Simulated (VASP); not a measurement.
# Ca2C (Fm-3m) in VASP: a series of runs

Aim: see how the results for Ca2C move with the level of theory and the settings. Levels: PBE, r2SCAN. Tasks: single point.

Everything below comes from runs of VASP 6.6.1. Logs are shortened: lines on timing, memory, paths and dates and some standing lists are left out, and cuts for length are marked.

## Step 1: The cell of the first run

Symmetry: Fm-3m, No. 225, cubic system. Conventional cell: a = 6.407 Å, b = 6.407 Å, c = 6.407 Å, α = 90.00°, β = 90.00°, γ = 90.00°. Within 3.7 Å of C (site symmetry m-3m) lie 8 Ca at 2.77 Å. Within 3.7 Å of Ca (site symmetry -43m) lie 4 C at 2.77 Å and 6 Ca at 3.20 Å.

## Step 2: Single point, PBE (21.92 Å³/atom)

INCAR

```
SYSTEM = Ca2C
ALGO = Normal ; EDIFF = 1E-6
ENCUT = 520 ; GGA = PE
ISIF = 2 ; ISMEAR = 0
LASPH = .True. ; LCHARG = .False.
LREAL = .False. ; LWAVE = .False.
NBANDS = 19 ; NELM = 100
PREC = Accurate ; SIGMA = 0.01
```

KPOINTS

```
k-points
0
Gamma
  6 6 6
  0 0 0
```

POSCAR

```
Ca2C
1.0
    0.0000000000      3.2033994416      3.2033994416
    3.2033994416      0.0000000000      3.2033994416
    3.2033994416      3.2033994416      0.0000000000
C Ca
1 2
Direct
    0.0000000000      0.0000000000      0.0000000000
    0.2500000000      0.2500000000      0.2500000000
    0.7500000000      0.7500000000      0.7500000000
```

Potentials or basis: VASP PAW PBE potentials, release 64 (C, Ca_sv).

Run with:

```sh
$ cat potpaw_PBE.64/C/POTCAR potpaw_PBE.64/Ca_sv/POTCAR > POTCAR
$ mpirun -np 1 vasp_std > vasp.out
```

OUTCAR:

```text
SYSTEM = Ca2C
   EDIFF = 1E-6
   ENCUT = 520
   GGA = PE
   ISIF = 2
   ISMEAR = 0
   LASPH = .True.
   LREAL = .False.
   NELM = 100
   PREC = Accurate

 ion  position               nearest neighbor table
   1  0.000  0.000  0.000-
   2  0.250  0.250  0.250-
   3  0.750  0.750  0.750-

  LATTYP: Found a face centered cubic cell.
 ALAT       =     6.4067988832

  Lattice vectors:

 A1 = (   0.0000000000,   3.2033994416,   3.2033994416)
 A2 = (   3.2033994416,   0.0000000000,   3.2033994416)
 A3 = (   3.2033994416,   3.2033994416,   0.0000000000)

Analysis of symmetry for initial positions (statically):
=====================================================================
 Subroutine PRICEL returns:
 Original cell was already a primitive cell.

 Routine SETGRP: Setting up the symmetry group for a
 face centered cubic supercell.

 Subroutine GETGRP returns: Found 48 space group operations
 (whereof 48 operations were pure point group operations)
 out of a pool of 48 trial point group operations.

The static configuration has the point symmetry O_h .

Analysis of symmetry for dynamics (positions and initial velocities):
=====================================================================
 Subroutine PRICEL returns:
 Original cell was already a primitive cell.

 Routine SETGRP: Setting up the symmetry group for a
 face centered cubic supercell.

 Subroutine GETGRP returns: Found 48 space group operations
 (whereof 48 operations were pure point group operations)
 out of a pool of 48 trial point group operations.

The dynamic configuration has the point symmetry O_h .

 Subroutine INISYM returns: Found 48 space group operations
 (whereof 48 operations are pure point group operations),
 and found     1 'primitive' translations

----------------------------------------------------------------------------------------

                                     Primitive cell

  volume of cell :      65.7451

  direct lattice vectors                    reciprocal lattice vectors
     0.000000000  3.203399442  3.203399442    -0.156084188  0.156084188  0.156084188
     3.203399442  0.000000000  3.203399442     0.156084188 -0.156084188  0.156084188
     3.203399442  3.203399442  0.000000000     0.156084188  0.156084188 -0.156084188

[... 71 lines left out ...]
   LNONCOLLINEAR =      F non collinear calculations
   LSORBIT =      F    spin-orbit coupling
   LASPH  =      T    aspherical Exc in radial PAW
   ENCUT  =  520.0 eV  38.22 Ry    6.18 a.u.   8.42  8.42  8.42*2*pi/ulx,y,z
   NELM   =    100;   NELMIN=  2; NELMDL= -5     # of ELM steps
   EDIFF  = 0.1E-05   stopping-criterion for ELM
   LREAL  =      F    real-space projection
   EDIFFG = 0.1E-04   stopping-criterion for IOM
   NSW    =      0    number of steps for IOM
   IBRION =     -1    ionic relax: 0-MD 1-quasi-New 2-CG
   NFREE  =      0    steps in history (QN), initial steepest desc. (CG)
   ISIF   =      2    stress and relaxation
   ISYM   =      2    0-nonsym 1-usesym 2-fastsym
   POTIM  = 0.5000    time-step for ionic-motion
   TEBEG  =    0.0;   TEEND  =   0.0 temperature during run
   PSTRESS=    0.0 pullay stress
   NELECT =      24.0000    total number of electrons
   NUPDOWN=      -1.0000    fix difference up-down
   EMIN   =  10.00;   EMAX   =-10.00  energy-range for DOS
   EFERMI =   0.00;   METHOD = LEGACY
   ISMEAR =     0;   SIGMA  =   0.01  broadening in eV -4-tet -1-fermi 0-gaus
   EFERMI_NEDOS =   21; number of points for ismear=-14 and -15
   IALGO  =     38    algorithm
   IMIX   =      4    mixing-type and parameters
     AMIX     =   0.40;   BMIX     =  1.00
     AMIX_MAG =   1.60;   BMIX_MAG =  1.00
  volume/ion in A,a.u.               =      21.92       147.89
  Fermi-wavevector in a.u.,A,eV,Ry     =   1.170013  2.211005 18.625440  1.368931
  Thomas-Fermi vector in A             =   2.306478
   LORBIT       =      0    0 simple, 1 ext, 2 COOP (PROOUT), +10 PAW based schemes
   GGA     = PE    functional components
   LHFCALC =     F    Hartree Fock is set to
   AEXX    =    0.0000 exact exchange contribution
   IVDW    =     0    specifies the selected vdW correction
   LEPSILON=     F    determine dielectric tensor
   LRPA    =     F    only Hartree local field effects (RPA)
 non-spin polarized calculation
 Gauss-broadening in eV      SIGMA  =   0.01
  energy-cutoff  :      520.00
  volume of cell :       65.75
 maximum number of plane-waves:      1807
 NGX is ok and might be reduce to    36
   NGX = 17   NGY = 17   NGZ = 17

 number of electron      23.9999998 magnetization

 Free energy of the ion-electron system (eV)
  ---------------------------------------------------
  ext. energy  EPLUGINS =         0.00000000
  ---------------------------------------------------
  free energy    TOTEN  =       -12.03678332 eV

  energy without entropy =      -12.03678332  energy(sigma->0) =      -12.03678332

 E-fermi :   2.9723     XC(G=0):  -9.2108

 val. band max:        2.8499422313   @ k =   0.5000   0.5000   0.0000
 cond. band min:       3.1276970891   @ k =   0.5000   0.5000   0.0000
 fundamental gap:      0.2777548578
 Fermi energy:         2.9723366564

 k-point     1 :       0.0000    0.0000    0.0000
  band No.  band energies     occupation
      1     -37.5878      2.00000
      2     -37.4252      2.00000
      3     -18.7262      2.00000
      4     -18.7262      2.00000
      5     -18.7262      2.00000
      6     -18.3684      2.00000
[... 329 lines left out ...]
      6     -18.4440      2.00000
[... 11 lines left out ...]
     18       7.2587      0.00000
     19       8.0943      0.00000

------------------------ aborting loop because EDIFF is reached ----------------------------------------

  FORCE on cell =-STRESS in cart. coord.  units (eV):
  Direction    XX          YY          ZZ          XY          YZ          ZX
  --------------------------------------------------------------------------------------
  -------------------------------------------------------------------------------------
  Total       -1.0659550     -1.0659550     -1.0659550      0.0000000      0.0000000     -0.0000000
  in kB      -25.9768310    -25.9768310    -25.9768310      0.0000000      0.0000000     -0.0000000
  external PRESSURE =     -25.9768310 kB  Pullay stress =       0.0000000 kB

 VOLUME and BASIS-vectors are now :
 -----------------------------------------------------------------------------
  energy-cutoff  :      520.00
  volume of cell :       65.75
      direct lattice vectors                 reciprocal lattice vectors
     0.000000000  3.203399442  3.203399442    -0.156084188  0.156084188  0.156084188
     3.203399442  0.000000000  3.203399442     0.156084188 -0.156084188  0.156084188
     3.203399442  3.203399442  0.000000000     0.156084188  0.156084188 -0.156084188

 POSITION                                       TOTAL-FORCE (eV/Angst)
 -----------------------------------------------------------------------------------
      0.00000      0.00000      0.00000         0.000000      0.000000     -0.000000
      1.60170      1.60170      1.60170         0.000000      0.000000     -0.000000
      4.80510      4.80510      4.80510        -0.000000     -0.000000      0.000000
 -----------------------------------------------------------------------------------
    total drift:                                0.000000      0.000000      0.000000

  FREE ENERGIE OF THE ION-ELECTRON SYSTEM (eV)
  ---------------------------------------------------
  free  energy   TOTEN  =       -12.0367833190 eV

  energy  without entropy=      -12.0367833190  energy(sigma->0) =      -12.03678332
```

stdout:

```text
POSCAR found type information on POSCAR C Ca
 POSCAR found :  2 types and       3 ions
 scaLAPACK will be used
 LDA part: xc-table for (Slater+PW92), standard interpolation
 POSCAR, INCAR and KPOINTS ok, starting setup
 FFT: planning ... GRIDC
 FFT: planning ... GRID_SOFT
 FFT: planning ... GRID
 WAVECAR not read
 entering main loop
```

Wall time 35 s (1 thread of Intel Xeon 8259CL, shared host); peak memory 0.2 GiB.

What came out:

| Property | Result |
| --- | --- |
| Free energy | -12.0368 eV |
| Pressure | -2.6 GPa |
| Band gap on the k mesh | 0.28 eV |

Levels at points of the mesh, in eV from the valence-band top:
```tsv
k point	band 9	band 10	band 11	band 12	band 13	band 14	band 15	band 16
(0.00, 0.00, 0.00)	-8.22	-0.89	-0.89	-0.89	0.59	1.90	1.90	5.51
(0.50, 0.00, 0.00)	-7.68	-1.89	-0.33	-0.33	2.68	2.91	2.91	3.77
(0.50, 0.50, 0.00)	-7.55	-1.92	0.00	0.00	0.28	2.39	2.67	4.56
```

A k mesh can miss the band edges.

## Step 3: Single point, r2SCAN (19.19 Å³/atom)

This run uses another cell than the first one, of 19.19 Å³/atom.

POSCAR

```
Ca2C
1.0
    0.0000000000      3.0647138845      3.0647138845
    3.0647138845      0.0000000000      3.0647138845
    3.0647138845      3.0647138845      0.0000000000
C Ca
1 2
Direct
    0.0000000000      0.0000000000      0.0000000000
    0.2500000000      0.2500000000      0.2500000000
    0.7500000000      0.7500000000      0.7500000000
```

INCAR.step1

```
SYSTEM = Ca2C
  PREC = Accurate
  ENCUT = 520
  ISMEAR = 0
  SIGMA = 0.01
  LREAL = .FALSE.
  LASPH = .TRUE.
  NELM = 100
  NBANDS = 19
  GGA = PE
  ALGO = Normal
  EDIFF = 1E-4
  LWAVE = .TRUE.
  LCHARG = .FALSE.
```

INCAR.step2

```
SYSTEM = Ca2C
  PREC = Accurate
  ENCUT = 520
  EDIFF = 1E-6
  ISMEAR = 0
  SIGMA = 0.01
  LREAL = .FALSE.
  LASPH = .TRUE.
  NELM = 100
  ALGO = Normal
  ISIF = 2
  LWAVE = .FALSE.
  LCHARG = .TRUE.
  METAGGA = R2SCAN
  LMIXTAU = .TRUE.
  LELF = .TRUE.
  LVHAR = .TRUE.
  NBANDS = 19
  ISTART = 1
```

KPOINTS

```
Automatic mesh
0
G
  6 6 6
  0 0 0
```

Potentials or basis: VASP PAW PBE potentials, release 64 (C, Ca_sv).

Run with:

```sh
$ cat potpaw_PBE.64/C/POTCAR potpaw_PBE.64/Ca_sv/POTCAR > POTCAR
$ cp INCAR.step1 INCAR
$ mpirun -np 1 vasp_std > vasp.out
$ cp INCAR.step2 INCAR
$ mpirun -np 1 vasp_std > vasp.out
```

Run time: 1.9 min. Hardware: 1 thread of Intel Xeon 8259CL, shared host; peak memory 0.19 GiB.

It converged, with:

```yaml
Free_energy: -23.2471 eV
Pressure: 4.5 GPa
Band_gap_on_the_k_mesh: 0.33 eV
```

Levels at points of the mesh, in eV from the valence-band top:
```tsv
k point	band 9	band 10	band 11	band 12	band 13	band 14	band 15	band 16
(0.00, 0.00, 0.00)	-9.08	-1.27	-1.27	-1.27	1.30	2.14	2.14	6.58
(0.50, 0.00, 0.00)	-8.42	-1.98	-0.51	-0.51	3.07	3.40	3.40	5.04
(0.50, 0.50, 0.00)	-8.28	-2.06	0.00	0.00	0.33	3.02	3.12	5.36
```

Caveat: the cell stands under pressure; the PAW data sets were made with another functional, which shifts forces and pressure a little.
